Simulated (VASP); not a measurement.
Input of a VASP 6.6.1 run:

The input INCAR:

```
SYSTEM = Ti3C2
PREC = Accurate ; ENCUT = 520
EDIFF = 1E-6 ; ISMEAR = 0
SIGMA = 0.1 ; LREAL = .FALSE.
LASPH = .TRUE. ; NELM = 100
ALGO = Normal ; ISIF = 2
LWAVE = .FALSE. ; LCHARG = .TRUE.
GGA = PS ; LELF = .TRUE.
LVHAR = .TRUE. ; NBANDS = 55
```

KPOINTS

```
regular mesh
0
G
  12 12 4
  0 0 0
```

The input POSCAR:

```
Ti3C2
1.0
    3.0677532914      0.0000000000      0.0000000000
   -1.5338766457      2.6567522829      0.0000000000
    0.0000000000      0.0000000000     15.1770390209
Ti C
6 4
Direct
    0.3333333333      0.6666666667      0.8455601583
    0.6666666667      0.3333333333      0.3455601583
    0.6666666667      0.3333333333      0.1544398417
    0.3333333333      0.6666666667      0.6544398417
    0.0000000000      0.0000000000      0.0000000000
    0.0000000000      0.0000000000      0.5000000000
    0.6666666667      0.3333333333      0.9149785875
    0.3333333333      0.6666666667      0.4149785875
    0.6666666667      0.3333333333      0.5850214125
    0.3333333333      0.6666666667      0.0850214125
```

Potentials or basis: VASP PAW PBE potentials, release 64 (Ti_sv, C).

The run is started by

```bash
$ cat potpaw_PBE.64/Ti_sv/POTCAR potpaw_PBE.64/C/POTCAR > POTCAR
$ mpirun -np 1 vasp_std > vasp.out
```

(1) What does it give for the pressure?

(2) What does it give for the largest force?

(3) What does it give for the band gap on the k mesh?

Answers

(1) -3.9 GPa.

(2) 0.023 eV/Å.

(3) zero (bands 44 and 45 overlap by 0.63 eV).

Caveat: the cell stands under tension; the PAW data sets were made with another functional, which shifts forces and pressure a little.
